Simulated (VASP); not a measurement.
Zr2BiN2: single point with PBE

Crystal: Zr2BiN2.

```xyz
5
Lattice="6.0995 0.0000 0.0000 0.0000 6.0995 0.0000 0.0000 0.0000 3.9900" Properties=species:S:1:pos:R:3 pbc="T T T"
Zr    3.0497    0.0000    0.0000
Zr    0.0000    3.0497    0.0000
Bi    3.0497    3.0497    0.0000
N     3.0497    0.0000    1.9950
N     0.0000    3.0497    1.9950
```

The cell was generated, and may not be a known phase.

| Property | Result |
| --- | --- |
| Program | VASP 6.6.1 |
| Task | single point |
| Functional | PBE |
| Potentials or basis | VASP PAW PBE potentials, release 64 (Zr_sv, Bi_d, N) |
| Cutoff | 520 eV |
| k mesh | 6 × 6 × 10 |
| Occupations | gaussian, width 0.1 eV |
| Spin | no spin polarisation |

```yaml
Pressure: 0.1 GPa
Band_gap_on_the_k_mesh: zero (an odd number of electrons rules out a gap without spin polarisation)
```

Stress tensor (GPa, compression positive):
```
-0.03  0.00  0.00
 0.00 -0.03  0.00
 0.00  0.00  0.30
```

Levels at points of the mesh, in eV from the Fermi level:
```csv
k point,band 20,band 21,band 22,band 23,band 24,band 25,band 26,band 27,band 28,band 29
"(0.00, 0.00, 0.00)",-1.00,-0.96,-0.28,0.04,0.29,0.49,0.49,1.14,1.44,1.44
"(0.50, 0.00, 0.00)",-1.27,-1.08,-0.02,0.06,0.24,0.36,0.62,0.74,0.78,1.58
"(0.50, 0.50, 0.00)",-1.17,-0.88,-0.79,0.10,0.25,0.25,0.37,0.37,1.46,1.83
"(0.00, 0.00, 0.50)",-3.06,-2.55,-2.55,-1.65,-0.93,-0.93,-0.29,0.01,1.28,1.99
"(0.50, 0.00, 0.50)",-2.88,-2.79,-2.75,-2.69,-1.36,-0.53,0.47,0.61,1.10,2.01
"(0.50, 0.50, 0.50)",-3.08,-2.83,-2.83,-2.56,-2.46,0.14,0.63,0.63,1.94,2.19
```

Run time: 9.6 min on 1 thread of Intel Xeon 8259CL, with other jobs on the host, peak memory 0.42 GiB.

Caveat: spin-orbit coupling is left out, which moves the levels of the heavy elements.
